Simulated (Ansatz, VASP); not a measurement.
## One calculation of WSe2, two programs

```
W Se
1.0
     3.29738    0.00000    0.00000
    -1.64869    2.85561    0.00000
     0.00000    0.00000   13.08147
W Se
2 4
Direct
  0.33333 0.66667 0.25000
  0.66667 0.33333 0.75000
  0.33333 0.66667 0.62279
  0.66667 0.33333 0.12279
  0.33333 0.66667 0.87721
  0.66667 0.33333 0.37721
```

Alike in both runs: functional r2SCAN; dispersion D3(BJ); k mesh 9 × 9 × 2; occupations gaussian, width 0.02 eV; no spin polarisation.

Ansatz relaxed the structure, and its values are those at the end. VASP's run is a single point on that final structure, the one shown.

```csv
,VASP,Ansatz
version,VASP 6.6.1,Ansatz 0.2.0
potentials or method,"VASP PAW PBE potentials, release 64 (W_sv, Se), cutoff 520 eV","scalar-relativistic, plane waves, PAW"
valence electrons in the cell,52,92
```

```tsv
	VASP	Ansatz	Ansatz less VASP
gap on the k mesh at the Fermi level (eV)	1.23	1.23	+0.004
least direct gap on the mesh (eV)	1.61	1.61	+0.002
pressure (GPa)	0.3	0.0	-0.34
rms of the force components (eV/Å)	0.020	0.001	-0.0190
```

VASP's potentials were made for PBE, not for r2SCAN. VASP's potentials hold 52 valence electrons a cell and Ansatz's 92, so a difference there can come from the potentials and not from the codes. Ansatz's warnings: dispersion damping borrowed.

Spin-orbit coupling is off throughout.
